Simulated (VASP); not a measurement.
# MgO (P6_3/mmc) in VASP: a series of runs

The runs below take MgO through single point, with PBE.

All numbers are computed with VASP 6.6.1; they aren't measurements. Logs are shortened: lines on timing, memory, paths and dates and some standing lists are left out, and cuts for length are marked.

**1. The cell of the first run**

It takes space group P6_3/mmc (No. 194, hexagonal). Conventional cell: a = 3.449 Å, b = 3.449 Å, c = 4.152 Å, α = 90.00°, β = 90.00°, γ = 120.00°. Within 2.6 Å of Mg (site symmetry -6m2) lie 5 O at 1.99 to 2.08 Å. O (site symmetry -6m2) has 5 Mg at 1.99 to 2.08 Å within 2.6 Å.

**2. Single point, PBE (10.69 Å³/atom)**

INCAR

```
ALGO     = Normal         # electronic algorithm
EDIFF    = 1E-6           # SCF threshold, eV
ENCUT    = 520            # plane-wave cutoff, eV
GGA      = PE             # functional
ISIF     = 2              # what is computed and relaxed
ISMEAR   = 0              # smearing method
LASPH    = True           # aspherical terms in the spheres
LCHARG   = False          # write CHGCAR
LREAL    = False          # projectors in reciprocal space
LWAVE    = False          # write WAVECAR
NBANDS   = 16             # bands
NELM     = 60             # most SCF steps
PREC     = Accurate       # precision mode
SIGMA    = 0.01           # smearing width, eV
```

KPOINTS

```
k-points
0
Gamma
  9 9 6
```

POSCAR

```
MgO
1.0
    3.4487384874      0.0000000000      0.0000000000
   -1.7243692437      2.9866951411      0.0000000000
    0.0000000000      0.0000000000      4.1515958975
Mg O
2 2
Direct
    0.6666666667      0.3333333333      0.7500000000
    0.3333333333      0.6666666667      0.2500000000
    0.6666666667      0.3333333333      0.2500000000
    0.3333333333      0.6666666667      0.7500000000
```

Potentials or basis: VASP PAW PBE potentials, release 64 (Mg, O).

On the command line:

```
$ cat potpaw_PBE.64/Mg/POTCAR potpaw_PBE.64/O/POTCAR > POTCAR
$ mpirun -np 1 vasp_std > vasp.out
```

OUTCAR:

```text
EDIFF = 1E-6
   ENCUT = 520
   GGA = PE
   ISIF = 2
   ISMEAR = 0
   LASPH = True
   LREAL = False
   NELM = 60
   PREC = Accurate

 ion  position               nearest neighbor table
   1  0.667  0.333  0.750-   4 1.99   4 1.99   4 1.99   3 2.08   3 2.08   2 2.88   2 2.88   2 2.88
                             2 2.88   2 2.88   2 2.88
   2  0.333  0.667  0.250-   3 1.99   3 1.99   3 1.99   4 2.08   4 2.08   1 2.88   1 2.88   1 2.88
                             1 2.88   1 2.88   1 2.88
   3  0.667  0.333  0.250-   2 1.99   2 1.99   2 1.99   1 2.08   1 2.08
   4  0.333  0.667  0.750-   1 1.99   1 1.99   1 1.99   2 2.08   2 2.08

  LATTYP: Found a hexagonal cell.
 ALAT       =     3.4487384874
 C/A-ratio  =     1.2038013067

  Lattice vectors:

 A1 = (   3.4487384874,   0.0000000000,   0.0000000000)
 A2 = (  -1.7243692437,   2.9866951411,   0.0000000000)
 A3 = (   0.0000000000,   0.0000000000,   4.1515958975)

Analysis of symmetry for initial positions (statically):
=====================================================================
 Subroutine PRICEL returns:
 Original cell was already a primitive cell.

 Routine SETGRP: Setting up the symmetry group for a
 hexagonal supercell.

 Subroutine GETGRP returns: Found 24 space group operations
 (whereof 12 operations were pure point group operations)
 out of a pool of 24 trial point group operations.

The static configuration has the point symmetry D_3d.
 The point group associated with its full space group is D_6h.

Analysis of symmetry for dynamics (positions and initial velocities):
=====================================================================
 Subroutine PRICEL returns:
 Original cell was already a primitive cell.

 Routine SETGRP: Setting up the symmetry group for a
 hexagonal supercell.

 Subroutine GETGRP returns: Found 24 space group operations
 (whereof 12 operations were pure point group operations)
 out of a pool of 24 trial point group operations.

The dynamic configuration has the point symmetry D_3d.
 The point group associated with its full space group is D_6h.

 Subroutine INISYM returns: Found 24 space group operations
 (whereof 12 operations are pure point group operations),
 and found     1 'primitive' translations

----------------------------------------------------------------------------------------

                                     Primitive cell

  volume of cell :      42.7628

  direct lattice vectors                    reciprocal lattice vectors
     3.448738487  0.000000000  0.000000000     0.289961098  0.167409118  0.000000000
    -1.724369244  2.986695141  0.000000000     0.000000000  0.334818236  0.000000000
     0.000000000  0.000000000  4.151595898     0.000000000  0.000000000  0.240871228

  length of vectors
     3.448738487  3.448738487  4.151595898     0.334818236  0.334818236  0.240871228

  position of ions in fractional coordinates (direct lattice)
     0.666666667  0.333333333  0.750000000
     0.333333333  0.666666667  0.250000000
     0.666666667  0.333333333  0.250000000
     0.333333333  0.666666667  0.750000000

  ion indices of the primitive-cell ions
   primitive index   ion index
                 1           1
                 2           2
                 3           3
                 4           4

----------------------------------------------------------------------------------------

 KPOINTS: k-points

Automatic generation of k-mesh.
 Grid dimensions read from file:
 generate k-points for:    9    9    6

 Generating k-lattice:

  Cartesian coordinates                     Fractional coordinates (reciprocal lattice)
     0.032217900  0.018601013  0.000000000     0.111111111 -0.000000000  0.000000000
     0.000000000  0.037202026  0.000000000     0.000000000  0.111111111  0.000000000
     0.000000000  0.000000000  0.040145205     0.000000000  0.000000000  0.166666667

  Length of vectors
     0.037202026  0.037202026  0.040145205

  Shift w.r.t. Gamma in fractional coordinates (k-lattice)
     0.000000000  0.000000000  0.000000000

 Subroutine IBZKPT returns following result:
 ===========================================

 Found     48 irreducible k-points:

 Following reciprocal coordinates:
            Coordinates               Weight
  0.000000  0.000000  0.000000      1.000000
  0.111111  0.000000  0.000000      6.000000
  0.222222  0.000000  0.000000      6.000000
  0.333333  0.000000  0.000000      6.000000
  0.444444  0.000000  0.000000      6.000000
  0.111111  0.111111  0.000000      6.000000
[... 16 lines left out ...]
  0.333333  0.222222  0.166667     24.000000
  0.333333  0.333333  0.166667      4.000000
 [... further k-points ...]
   k-points           NKPTS =     48   k-points in BZ     NKDIM =     48   number of bands    NBANDS=     16
   number of dos      NEDOS =    301   number of ions     NIONS =      4
   total plane-waves  NPLWV =  25088
   dimension x,y,z NGX =    28 NGY =   28 NGZ =   32
   dimension x,y,z NGXF=    56 NGYF=   56 NGZF=   64
   ions per type =               2   2
   NGX,Y,Z   is equivalent  to a cutoff of  13.50, 13.50, 12.81 a.u.
   NGXF,Y,Z  is equivalent  to a cutoff of  26.99, 26.99, 25.63 a.u.
 SYSTEM =  unknown system
   PREC   = accura    normal or accurate (medium, high low for compatibility)
   ISTART =      0    job   : 0-new  1-cont  2-samecut
   ICHARG =      2    charge: 1-file 2-atom 10-const
   ISPIN  =      1    spin polarized calculation?
   LNONCOLLINEAR =      F non collinear calculations
   LSORBIT =      F    spin-orbit coupling
   LASPH  =      T    aspherical Exc in radial PAW
   ENCUT  =  520.0 eV  38.22 Ry    6.18 a.u.   6.41  6.41  7.72*2*pi/ulx,y,z
   NELM   =     60;   NELMIN=  2; NELMDL= -5     # of ELM steps
   EDIFF  = 0.1E-05   stopping-criterion for ELM
   LREAL  =      F    real-space projection
   EDIFFG = 0.1E-04   stopping-criterion for IOM
   NSW    =      0    number of steps for IOM
   IBRION =     -1    ionic relax: 0-MD 1-quasi-New 2-CG
   NFREE  =      0    steps in history (QN), initial steepest desc. (CG)
   ISIF   =      2    stress and relaxation
   ISYM   =      2    0-nonsym 1-usesym 2-fastsym
   POTIM  = 0.5000    time-step for ionic-motion
   TEBEG  =    0.0;   TEEND  =   0.0 temperature during run
   PSTRESS=    0.0 pullay stress
   NELECT =      16.0000    total number of electrons
   NUPDOWN=      -1.0000    fix difference up-down
   EMIN   =  10.00;   EMAX   =-10.00  energy-range for DOS
   EFERMI =   0.00;   METHOD = LEGACY
   ISMEAR =     0;   SIGMA  =   0.01  broadening in eV -4-tet -1-fermi 0-gaus
   EFERMI_NEDOS =   21; number of points for ismear=-14 and -15
   IALGO  =     38    algorithm
   IMIX   =      4    mixing-type and parameters
     AMIX     =   0.40;   BMIX     =  1.00
     AMIX_MAG =   1.60;   BMIX_MAG =  1.00
  volume/ion in A,a.u.               =      10.69        72.14
  Fermi-wavevector in a.u.,A,eV,Ry     =   1.179667  2.229247 18.934060  1.391614
  Thomas-Fermi vector in A             =   2.315974
   LORBIT       =      0    0 simple, 1 ext, 2 COOP (PROOUT), +10 PAW based schemes
   GGA     = PE    functional components
   LHFCALC =     F    Hartree Fock is set to
   AEXX    =    0.0000 exact exchange contribution
   IVDW    =     0    specifies the selected vdW correction
   LEPSILON=     F    determine dielectric tensor
   LRPA    =     F    only Hartree local field effects (RPA)
 non-spin polarized calculation
 Gauss-broadening in eV      SIGMA  =   0.01
  energy-cutoff  :      520.00
  volume of cell :       42.76
 maximum number of plane-waves:      1174
 NGX is ok and might be reduce to    28
   NGX = 13   NGY = 13   NGZ = 15

 number of electron      16.0000005 magnetization

 Free energy of the ion-electron system (eV)
  ---------------------------------------------------
  ext. energy  EPLUGINS =         0.00000000
  ---------------------------------------------------
  free energy    TOTEN  =       -23.61005215 eV

  energy without entropy =      -23.61005215  energy(sigma->0) =      -23.61005215

 E-fermi :   2.2954     XC(G=0): -10.2006

 val. band max:        2.2035997811   @ k =   0.0000   0.0000   0.0000
 cond. band min:       5.7817774698   @ k =   0.0000   0.0000   0.0000
 fundamental gap:      3.5781776887
 Fermi energy:         2.2953889628

 k-point     1 :       0.0000    0.0000    0.0000
  band No.  band energies     occupation
      1     -14.8682      2.00000
      2     -13.4016      2.00000
      3      -1.5569      2.00000
      4       0.4118      2.00000
      5       0.4118      2.00000
      6       1.3506      2.00000
[... 8 lines left out ...]
     15      17.9927      0.00000
     16      18.1929      0.00000

 k-point     2 :       0.1111    0.0000    0.0000
  band No.  band energies     occupation
      1     -14.8040      2.00000
      2     -13.4117      2.00000
      3      -1.4577      2.00000
      4       0.2105      2.00000
      5       0.3132      2.00000
      6       1.0492      2.00000
[... 8 lines left out ...]
     15      17.4879      0.00000
     16      17.6488      0.00000

 k-point     3 :       0.2222    0.0000    0.0000
  band No.  band energies     occupation
      1     -14.6268      2.00000
      2     -13.4501      2.00000
      3      -1.1731      2.00000
      4      -0.3787      2.00000
      5       0.1079      2.00000
      6       0.6155      2.00000
[... 8 lines left out ...]
     15      16.6011      0.00000
     16      17.0882      0.00000

 k-point     4 :       0.3333    0.0000    0.0000
  band No.  band energies     occupation
      1     -14.3838      2.00000
      2     -13.5317      2.00000
      3      -1.0314      2.00000
      4      -0.7501      2.00000
      5      -0.0828      2.00000
      6       0.3350      2.00000
[... 8 lines left out ...]
     15      16.5999      0.00000
     16      17.1244      0.00000
[... 324 lines left out ...]
 k-point    22 :       0.2222    0.2222    0.1667
  band No.  band energies     occupation
      1     -14.1973      2.00000
      2     -13.6177      2.00000
      3      -1.1496      2.00000
      4      -1.0866      2.00000
      5       0.0125      2.00000
      6       0.3659      2.00000
[... 8 lines left out ...]
     15      16.7962      0.00000
     16      18.0507      0.00000

 k-point    23 :       0.3333    0.2222    0.1667
  band No.  band energies     occupation
      1     -14.0073      2.00000
      2     -13.7190      2.00000
      3      -1.4341      2.00000
      4      -0.8197      2.00000
      5      -0.3886      2.00000
      6       0.6240      2.00000
[... 8 lines left out ...]
     15      16.5843      0.00000
     16      18.2402      0.00000

 k-point    24 :       0.3333    0.3333    0.1667
  band No.  band energies     occupation
      1     -13.8478      2.00000
      2     -13.8478      2.00000
      3      -1.4090      2.00000
      4      -0.6864      2.00000
      5      -0.6864      2.00000
      6       0.9776      2.00000
[... 8 lines left out ...]
     15      16.4367      0.00000
     16      19.0890      0.00000

 [... further k-points ...]
[... 5 lines left out ...]
  --------------------------------------------------------------------------------------
  -------------------------------------------------------------------------------------
  Total        2.1686719      2.1686719      2.2478431      0.0000000     -0.0000000      0.0000000
  in kB       81.2527737     81.2527737     84.2190492      0.0000000     -0.0000000      0.0000000
  external PRESSURE =      82.2415322 kB  Pullay stress =       0.0000000 kB

 VOLUME and BASIS-vectors are now :
 -----------------------------------------------------------------------------
  energy-cutoff  :      520.00
  volume of cell :       42.76
      direct lattice vectors                 reciprocal lattice vectors
     3.448738487  0.000000000  0.000000000     0.289961098  0.167409118  0.000000000
    -1.724369244  2.986695141  0.000000000     0.000000000  0.334818236  0.000000000
     0.000000000  0.000000000  4.151595898     0.000000000  0.000000000  0.240871228

 POSITION                                       TOTAL-FORCE (eV/Angst)
 -----------------------------------------------------------------------------------
      1.72437      0.99557      3.11370        -0.000000      0.000000     -0.000000
     -0.00000      1.99113      1.03790         0.000000     -0.000000     -0.000000
      1.72437      0.99557      1.03790         0.000000     -0.000000     -0.000000
     -0.00000      1.99113      3.11370        -0.000000      0.000000      0.000000
 -----------------------------------------------------------------------------------
    total drift:                               -0.000000      0.000000     -0.000000

  FREE ENERGIE OF THE ION-ELECTRON SYSTEM (eV)
  ---------------------------------------------------
  free  energy   TOTEN  =       -23.6100521494 eV

  energy  without entropy=      -23.6100521494  energy(sigma->0) =      -23.61005215
```

Wall time 30 s (1 thread of Intel Xeon 8259CL, shared host); peak memory 0.18 GiB.

What came out:

```yaml
Free_energy: -23.6101 eV
Pressure: 8.2 GPa
Band_gap_on_the_k_mesh: 3.58 eV
```

Caveat: the cell stands under pressure.

**3. Single point, PBE (11.03 Å³/atom)**

This run uses another cell than the first one, of 11.03 Å³/atom.

INCAR

```
SYSTEM = MgO
ALGO = Normal ; EDIFF = 1E-7
ENCUT = 520 ; GGA = PE
ISIF = 2 ; ISMEAR = 0
LASPH = .True. ; LCHARG = .True.
LELF = .True. ; LREAL = .False.
LVHAR = .True. ; LWAVE = .False.
NBANDS = 16 ; NELM = 100
PREC = Accurate ; SIGMA = 0.01
```

KPOINTS

```
k-points
0
Gamma
  9 9 6
  0 0 0
```

POSCAR

```
MgO
1.0
    3.4850436657      0.0000000000      0.0000000000
   -1.7425218329      3.0181363478      0.0000000000
    0.0000000000      0.0000000000      4.1953001186
Mg O
2 2
Direct
    0.6666666667      0.3333333333      0.7500000000
    0.3333333333      0.6666666667      0.2500000000
    0.6666666667      0.3333333333      0.2500000000
    0.3333333333      0.6666666667      0.7500000000
```

Potentials or basis: VASP PAW PBE potentials, release 64 (Mg, O).

On the command line:

```
$ cat potpaw_PBE.64/Mg/POTCAR potpaw_PBE.64/O/POTCAR > POTCAR
$ mpirun -np 1 vasp_std > vasp.out
```

It took 41 s on 1 thread of Intel Xeon 8259CL, shared host; peak memory 0.18 GiB.

Results (log left out):

```yaml
Free_energy: -23.6613 eV
Pressure: 3.5 GPa
Band_gap_on_the_k_mesh: 3.42 eV
```

Levels at points of the mesh, in eV from the valence-band top:
| k point | band 5 | band 6 | band 7 | band 8 | band 9 | band 10 | band 11 | band 12 |
| --- | --- | --- | --- | --- | --- | --- | --- | --- |
| (0.00, 0.00, 0.00) | -1.73 | -0.81 | -0.81 | 0.00 | 3.42 | 9.44 | 12.19 | 12.54 |
| (0.00, 0.00, 0.50) | -1.29 | -1.29 | -1.29 | -1.29 | 6.44 | 6.44 | 12.91 | 12.91 |

Caveat: the cell stands under pressure.

**4. Single point, PBE**

This run uses another cell than the first one, of 11.37 Å³/atom.

INCAR

```
  PREC = Accurate
  ENCUT = 520
  EDIFF = 1E-6
  ISMEAR = 0
  SIGMA = 0.01
  LREAL = F
  LASPH = T
  NELM = 60
  ALGO = Normal
  ISIF = 2
  LWAVE = F
  LCHARG = F
  GGA = PE
  NBANDS = 16
```

KPOINTS

```
regular mesh
0
Gamma
  9 9 6
```

POSCAR

```
MgO
1.0
    3.5206077921      0.0000000000      0.0000000000
   -1.7603038961      3.0489357847      0.0000000000
    0.0000000000      0.0000000000      4.2381122604
Mg O
2 2
Direct
    0.6666666667      0.3333333333      0.7500000000
    0.3333333333      0.6666666667      0.2500000000
    0.6666666667      0.3333333333      0.2500000000
    0.3333333333      0.6666666667      0.7500000000
```

On the command line:

```
$ cat potpaw_PBE.64/Mg/POTCAR potpaw_PBE.64/O/POTCAR > POTCAR
$ mpirun -np 1 vasp_std > vasp.out
```

Run time: 42 s. Hardware: 1 thread of Intel Xeon 8259CL, shared host; peak memory 0.18 GiB.

It converged, with:

| Item | Value |
| --- | --- |
| Free energy | -23.6752 eV |
| Pressure | -0.5 GPa |
| Band gap on the k mesh | 3.26 eV |

Stress tensor (GPa, compression positive):
```
-0.50  0.00  0.00
 0.00 -0.50  0.00
 0.00  0.00 -0.65
```

Levels at points of the mesh, in eV from the valence-band top:
| k point | band 4 | band 5 | band 6 | band 7 | band 8 | band 9 | band 10 | band 11 | band 12 | band 13 |
| --- | --- | --- | --- | --- | --- | --- | --- | --- | --- | --- |
| (0.00, 0.00, 0.00) | -1.67 | -1.67 | -0.77 | -0.77 | 0.00 | 3.26 | 9.19 | 11.95 | 12.34 | 12.34 |
| (0.00, 0.00, 0.50) | -2.37 | -1.24 | -1.24 | -1.24 | -1.24 | 6.28 | 6.28 | 12.70 | 12.70 | 12.70 |

**5. Single point, PBE (11.71 Å³/atom)**

This run uses another cell than the first one, of 11.71 Å³/atom.

INCAR

```
ALGO = Normal ; EDIFF = 1E-6
ENCUT = 520 ; GGA = PE
ISIF = 2 ; ISMEAR = 0
LASPH = T ; LCHARG = F
LREAL = F ; LWAVE = F
NBANDS = 16 ; NELM = 100
PREC = Accurate ; SIGMA = 0.01
```

KPOINTS

```
k-points
0
Gamma
  9 9 6
```

POSCAR

```
MgO
1.0
    3.5554675621      0.0000000000      0.0000000000
   -1.7777337811      3.0791252311      0.0000000000
    0.0000000000      0.0000000000      4.2800764971
Mg O
2 2
Direct
    0.6666666667      0.3333333333      0.7500000000
    0.3333333333      0.6666666667      0.2500000000
    0.6666666667      0.3333333333      0.2500000000
    0.3333333333      0.6666666667      0.7500000000
```

On the command line:

```
$ cat potpaw_PBE.64/Mg/POTCAR potpaw_PBE.64/O/POTCAR > POTCAR
$ mpirun -np 1 vasp_std > vasp.out
```

Wall time 49 s (1 thread of Intel Xeon 8259CL, shared host); peak memory 0.18 GiB.

It converged, with:

| Item | Value |
| --- | --- |
| Free energy | -23.6573 eV |
| Pressure | -3.9 GPa |
| Band gap on the k mesh | 3.11 eV |

Stress tensor (GPa, compression positive):
```
-3.84  0.00  0.00
 0.00 -3.84  0.00
 0.00  0.00 -4.15
```

Levels at points of the mesh, in eV from the valence-band top:
| k point | band 4 | band 5 | band 6 | band 7 | band 8 | band 9 | band 10 | band 11 | band 12 | band 13 |
| --- | --- | --- | --- | --- | --- | --- | --- | --- | --- | --- |
| (0.00, 0.00, 0.00) | -1.62 | -1.62 | -0.74 | -0.74 | 0.00 | 3.11 | 8.95 | 11.71 | 12.14 | 12.14 |
| (0.00, 0.00, 0.50) | -2.31 | -1.19 | -1.19 | -1.19 | -1.19 | 6.12 | 6.12 | 12.50 | 12.50 | 12.50 |

Caveat: the cell stands under tension.

**6. The runs side by side**

| cell | gap on the mesh (eV) | pressure (GPa) |
| --- | --- | --- |
| a = 3.449, b = 3.449, c = 4.152 Å, angles 90.0, 90.0, 120.0°, 4 atoms | 3.58 | 8.2 |
| a = 3.485, b = 3.485, c = 4.195 Å, angles 90.0, 90.0, 120.0°, 4 atoms | 3.42 | 3.5 |
| a = 3.521, b = 3.521, c = 4.238 Å, angles 90.0, 90.0, 120.0°, 4 atoms | 3.26 | -0.5 |
| a = 3.555, b = 3.555, c = 4.280 Å, angles 90.0, 90.0, 120.0°, 4 atoms | 3.11 | -3.9 |

Alike in all rows: task single point; level PBE; potentials or basis VASP PAW PBE potentials, release 64 (Mg, O); no spin polarisation; k mesh 9 × 9 × 6; cutoff (eV) 520; smearing gaussian 0.01 eV.

Caveats: the cell stands under pressure (at least some runs); the cell stands under tension (at least some runs).

Total energies depend on the potentials used, so only differences within one code and one set of settings carry meaning.
